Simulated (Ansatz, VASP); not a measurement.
**PtS2: VASP beside Ansatz**

File INCAR:

```
ALGO     = Normal         # electronic algorithm
EDIFF    = 1E-6           # SCF threshold, eV
EDIFFG   = -0.05          # ionic threshold
ENCUT    = 600            # plane-wave cutoff, eV
GGA      = CA             # functional
IBRION   = 2              # ionic algorithm
ISIF     = 3              # what is computed and relaxed
ISMEAR   = 0              # smearing method
LASPH    = True           # aspherical terms in the spheres
LCHARG   = False          # write CHGCAR
LREAL    = False          # projectors in reciprocal space
LWAVE    = False          # write WAVECAR
NELM     = 60             # most SCF steps
NSW      = 100            # ionic steps
PREC     = Accurate       # precision mode
SIGMA    = 0.1            # smearing width, eV
```

File KPOINTS:

```
k-points
0
Gamma
  6 6 4
```

The input POSCAR:

```
PtS2
1.0
    3.5432000000      0.0000000000      0.0000000000
   -1.7716000000      3.0685012107      0.0000000000
    0.0000000000      0.0000000000      5.0388000000
Pt S
1 2
Direct
    0.0000000000      0.0000000000      0.0000000000
    0.3333333333      0.6666666667      0.2270000000
    0.6666666667      0.3333333333      0.7730000000
```

Input for Ansatz:

```yaml
crystal:
  lattice:
    - [3.5432, 0.0, 0.0]
    - [-1.7716, 3.0685012107, 0.0]
    - [0.0, 0.0, 5.0388]
  atoms:
    - { symbol: Pt, position: [0.0, 0.0, 0.0] }
    - { symbol: S, position: [0.3333333333, 0.6666666667, 0.227] }
    - { symbol: S, position: [0.6666666667, 0.3333333333, 0.773] }
basis:
  ecutwfc: 420
kpoints:
  mp_grid: { grid: [6, 6, 4] }
hamiltonian:
  xc: lda
  pseudopotentials: { kind: paw }
scf:
  occupations: { method: gaussian, width: 0.1 }
output:
  forces: true
  stress: true
  eigenvalues: true
relax:
  adjacent_minimum: "off"
  f_tol: 0.05
  max_steps: 80
  cell: { stress_tol: 0.5 }
```

Alike in both runs: task relaxation of cell and atoms; functional LDA; k mesh 6 × 6 × 4; occupations gaussian, width 0.1 eV; no spin polarisation.

|  | VASP | Ansatz |
| --- | --- | --- |
| version | VASP 6.6.1 | Ansatz 0.2.0 |
| potentials or method | VASP PAW LDA potentials, release 64 (Pt, S), cutoff 600 eV | scalar-relativistic, plane waves, PAW |
| valence electrons in the cell | 22 | 30 |

VASP gave:

| Quantity | Value |
| --- | --- |
| gap on the k mesh at the Fermi level, each at its own relaxed structure (eV) | none |
| relaxed volume (Å³/atom) | 16.79 |
| relaxed cell length with the largest relative difference (Å) | 4.573 |

**Question.** Which values does Ansatz return?

**Answer.** gap on the k mesh at the Fermi level, each at its own relaxed structure (eV): none; relaxed volume (Å³/atom): 16.68; relaxed cell length with the largest relative difference (Å): 4.550.

LDA's correlation is that of Perdew and Zunger in VASP and of Perdew and Wang (1992) in Ansatz. A gap of «none» marks a metal or a gap that the smearing closes. VASP's potentials hold 22 valence electrons a cell and Ansatz's 30, so a difference there can come from the potentials and not from the codes.

Spin-orbit coupling is off throughout.
